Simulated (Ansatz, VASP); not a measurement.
# One calculation of SrTiO3, two programs

```
Sr Ti O
1.0
     2.78332    1.60695    2.27282
    -2.78332    1.60695    2.27282
     0.00000   -3.21390    2.27282
Sr Ti O
1 1 3
Direct
  0.50000 0.50000 0.50000
  0.00000 0.00000 0.00000
  0.00000 0.00000 0.50000
  0.50000 0.00000 0.00000
  0.00000 0.50000 0.00000
```

Alike in both runs: functional PBE; k mesh 6 × 6 × 6; occupations gaussian, width 0.1 eV; collinear spin.

Ansatz relaxed the structure, and its values are those at the end. VASP's run is a single point on that final structure, the one shown.

|  | VASP | Ansatz |
| --- | --- | --- |
| version | VASP 6.6.1 | Ansatz 0.2.0 |
| potentials or method | VASP PAW PBE potentials, release 64 (Sr_sv, Ti_sv, O), cutoff 520 eV | scalar-relativistic, plane waves, PAW |
| valence electrons in the cell | 40 | 40 |

|  | VASP | Ansatz | Ansatz less VASP |
| --- | --- | --- | --- |
| gap on the k mesh at the Fermi level (eV) | 1.81 | 1.84 | +0.031 |
| least direct gap on the mesh (eV) | 2.18 | 2.20 | +0.021 |
| pressure (GPa) | 0.6 | 0.0 | -0.61 |
| net moment per atom (μB) | 0.00 | 0.00 | 0.000 |

Ansatz's warnings: seeded moment not kept.
